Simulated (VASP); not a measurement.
## ZnS (dx): vibrations by perturbation theory with LDA

The system is ZnS (dx).

```
CELL_PARAMETERS angstrom
0.00000 2.69368 2.69368
2.69368 0.00000 2.69368
2.69368 2.69368 0.00000
ATOMIC_POSITIONS crystal
Zn 0.00000 0.00000 0.00000
S 0.75000 0.75000 0.75000
```

```json
{
  "Program": "VASP 6.6.1",
  "Task": "vibrations by perturbation theory",
  "Functional": "LDA",
  "Potentials or basis": "VASP PAW LDA potentials, release 64 (Zn, S)",
  "Cutoff": "500 eV",
  "k mesh": "8 × 8 × 8",
  "Occupations": "gaussian, width 0.01 eV",
  "Spin": "no spin polarisation",
  "Dipole correction": "no",
  "Further INCAR settings": "ALGO = Normal; EDIFF = 1e-08; NBANDS = 16; IBRION = 8; NSW = 1"
}
```

| Item | Value |
| --- | --- |
| Electronic dielectric tensor (diagonal) | 6.29 |
| Born charges (mean of the diagonal) | Zn +1.99; S -1.99 e |
| Highest phonon frequency at Γ, LO-TO splitting left out | 267 cm⁻¹ |

Phonon frequencies in cm⁻¹ (negative: imaginary):
| q point | frequencies |
| --- | --- |
| (0.000, 0.000, 0.000) | 0 0 0 267 267 267 |

Electronic dielectric tensor:
```
6.29 0.00 0.00
0.00 6.29 0.00
0.00 0.00 6.29
```

Born effective charge tensors (e):
atom 1, Zn
```
1.99 0.00 0.00
0.00 1.99 0.00
0.00 0.00 1.99
```
atom 2, S
```
-1.99  0.00  0.00
 0.00 -1.99  0.00
 0.00  0.00 -1.99
```

Wall time 2.6 min on 1 thread of Intel(R) Xeon(R) 6975P-C (Granite Rapids), with other jobs on the host, peak memory 0.25 GiB.

Caveat: the cell wasn't relaxed at this level first, which shifts response properties.
